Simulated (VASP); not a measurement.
Set up this calculation in VASP 6.6.1, as the native input.

```
Task                   : single point
Functional             : PBE
Potentials or basis    : VASP PAW PBE potentials, release 64 (Bi_d, As, Se)
Cutoff                 : 520 eV
k mesh                 : 12 × 12 × 8
Occupations            : gaussian, width 0.1 eV
Spin                   : no spin polarisation
Dipole correction      : no
Further INCAR settings : ALGO = Normal; EDIFF = 1e-06; NBANDS = 20
```

The structure of BiAsSe lies in POSCAR:

```
BiAsSe
1.0
    3.9155744855      0.0000000000      0.0000000000
    0.0000000000      3.9155744855      0.0000000000
    0.0000000000      0.0000000000      5.4852796140
Bi As Se
1 1 1
Direct
    0.0000000000      0.0000000000      0.4806150507
    0.5000000000      0.5000000000      0.2410003842
    0.5000000000      0.5000000000      0.7998776751
```

The input as run:

INCAR

```
ALGO = Normal
EDIFF = 1E-6
ENCUT = 520
GGA = PE
ISIF = 2
ISMEAR = 0
LASPH = T
LCHARG = F
LREAL = F
LWAVE = F
NBANDS = 20
NELM = 80
PREC = Accurate
SIGMA = 0.1
```

KPOINTS

```
k-points
0
Gamma
  12 12 8
```

Potentials or basis: VASP PAW PBE potentials, release 64 (Bi_d, As, Se).

The run is started by

```bash
$ cat potpaw_PBE.64/Bi_d/POTCAR potpaw_PBE.64/As/POTCAR potpaw_PBE.64/Se/POTCAR > POTCAR
$ mpirun -np 1 vasp_std > vasp.out
```

Results of the run:

The pressure is 0.0 GPa and the largest force is 0.025 eV/Å. The band gap on the k mesh is zero (band 13 reaches 5.67 eV, above the bottom of band 14 at 4.05 eV).

Caveat: spin-orbit coupling is left out, which moves the levels of the heavy elements.

Wall time 85 s on 1 thread of Intel(R) Xeon(R) 6975P-C (Granite Rapids), on a shared host, peak memory 0.38 GiB.
